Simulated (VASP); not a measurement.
Wanted: the native input for a VASP 6.6.1 run.

```
Task                   : single point
Functional             : PBE
Potentials or basis    : VASP PAW PBE potentials, release 64 (Be, As)
Cutoff                 : 520 eV
k mesh                 : 6 × 6 × 2
Occupations            : gaussian, width 0.1 eV
Spin                   : no spin polarisation
Dipole correction      : no
Further INCAR settings : ALGO = Normal; EDIFF = 1e-06; NBANDS = 16
```

The structure of Be3As2 lies in POSCAR:

```
Be3As2
1.0
    3.2456201300      0.0000000000      0.0000000000
   -1.6228100600      2.8107894800      0.0000000000
    0.0000000000      0.0000000000      7.9501132100
Be As
3 2
Direct
    0.6666666700      0.3333333300      0.8333333300
    0.0000000000      0.0000000000      0.5000000000
    0.3333333300      0.6666666700      0.1666666700
    0.3333333300      0.6666666700      0.6666666700
    0.6666666700      0.3333333300      0.3333333300
```

These files were run (other wordings do the same):

INCAR

```
SYSTEM = Be3As2
PREC = Accurate ; ENCUT = 520
EDIFF = 1E-6 ; ISMEAR = 0
SIGMA = 0.1 ; LREAL = .False.
LASPH = .True. ; NELM = 80
ALGO = Normal ; ISIF = 2
LWAVE = .False. ; LCHARG = .False.
GGA = PE ; NBANDS = 16
```

KPOINTS

```
regular mesh
0
Gamma
  6 6 2
  0 0 0
```

Potentials or basis: VASP PAW PBE potentials, release 64 (Be, As).

Command:

```sh
$ cat potpaw_PBE.64/Be/POTCAR potpaw_PBE.64/As/POTCAR > POTCAR
$ mpirun -np 1 vasp_std > vasp.out
```

Results of the run:

```
Pressure               : 7.0 GPa
Largest force          : 1.068 eV/Å
Band gap on the k mesh : zero (band 8 reaches 6.84 eV, above the bottom of band 9 at 4.29 eV)
```

Caveat: the k points lie up to 0.40 Å⁻¹ apart; forces of over 1 eV/Å act on the atoms, so gaps and moduli don't describe the material at rest.

Wall time 11 s on 1 thread of Intel(R) Xeon(R) Platinum 8488C (Sapphire Rapids), with other jobs on the host, peak memory 0.18 GiB.
